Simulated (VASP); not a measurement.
Input of a VASP 6.6.1 run:

The input INCAR:

```
SYSTEM = TaOF
PREC = Accurate
ENCUT = 520
EDIFF = 1E-6
ISMEAR = 0
SIGMA = 0.1
LREAL = .False.
LASPH = .True.
NELM = 60
ALGO = Normal
ISIF = 2
LWAVE = .False.
LCHARG = .True.
GGA = PE
LELF = .True.
LVHAR = .True.
NBANDS = 33
```

KPOINTS

```
Automatic mesh
0
Gamma
  12 12 6
  0 0 0
```

POSCAR

```
TaOF
1.0
    3.1924361161      0.0000000000      0.0000000000
    0.0000000000      3.1924361161      0.0000000000
    0.0000000000      0.0000000000      5.8753844372
Ta O F
2 2 2
Direct
    0.0000000000      0.5000000000      0.3084710749
    0.5000000000      0.0000000000      0.6915289251
    0.0000000000      0.5000000000      0.6729656394
    0.5000000000      0.0000000000      0.3270343606
    0.0000000000      0.0000000000      0.0000000000
    0.5000000000      0.5000000000      0.0000000000
```

Potentials or basis: VASP PAW PBE potentials, release 64 (Ta_pv, O, F).

Run with:

```bash
$ cat potpaw_PBE.64/Ta_pv/POTCAR potpaw_PBE.64/O/POTCAR potpaw_PBE.64/F/POTCAR > POTCAR
$ mpirun -np 1 vasp_std > vasp.out
```

Problem. Estimate the band gap on the k mesh.

Solution. Zero (bands 24 and 25 overlap by 1.60 eV).

Problem. What does it give for the pressure?

Solution. 0.3 GPa.

Problem. Predict the largest force.

Solution. 0.051 eV/Å.

Forces in eV/Å, atoms in the order of the input:
```
Ta   0.000  0.000 -0.051
Ta   0.000  0.000  0.051
O    0.000  0.000  0.000
O    0.000  0.000  0.000
F    0.000  0.000  0.000
F    0.000  0.000  0.000
```

Caveat: spin-orbit coupling is left out, which moves the levels of the heavy elements.
